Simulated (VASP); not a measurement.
A run of VASP 6.6.1 is set up as follows.

File INCAR:

```
SYSTEM = Hf
  PREC = Accurate
  ENCUT = 520
  EDIFF = 1E-8
  ISMEAR = -1
  SIGMA = 0.08
  LREAL = .False.
  LASPH = .True.
  NELM = 60
  ALGO = Normal
  ISIF = 2
  LWAVE = .False.
  LCHARG = .False.
  GGA = PS
  LEFG = .True.
  NBANDS = 11
```

File KPOINTS:

```
regular mesh
0
Gamma
  16 16 16
  0 0 0
```

POSCAR

```
Hf
1.0
   -1.8230500000      1.8050000000      1.8050000000
    1.8050000000     -1.8230500000      1.8050000000
    1.8050000000      1.8050000000     -1.8230500000
Hf
1
Direct
    0.0000000000      0.0000000000      0.0000000000
```

Potentials or basis: VASP PAW PBE potentials, release 64 (Hf_pv).

The run is started by

```bash
$ cat potpaw_PBE.64/Hf_pv/POTCAR > POTCAR
$ mpirun -np 1 vasp_std > vasp.out
```

**Question.** Estimate the pressure.

**Answer.** -9.2 GPa.

**Question.** Estimate the band gap on the k mesh.

**Answer.** Zero (bands 5 and 6 overlap by 2.13 eV).

Electric field gradients, principal values (V/Å²):
```
atom    least   middle  greatest (by size)
1 Hf  -11.437  -11.437              22.874
```

Caveat: the cell differs from its parent crystal (equal xy, yz and zx shear strains of -1 %); the cell stands under tension; without QUAD_EFG the Cq values of the log hold for a quadrupole moment of 1 mb, not for the nuclei; the PAW data sets were made with another functional, which shifts forces and pressure a little; spin-orbit coupling is left out, which moves the levels of the heavy elements.
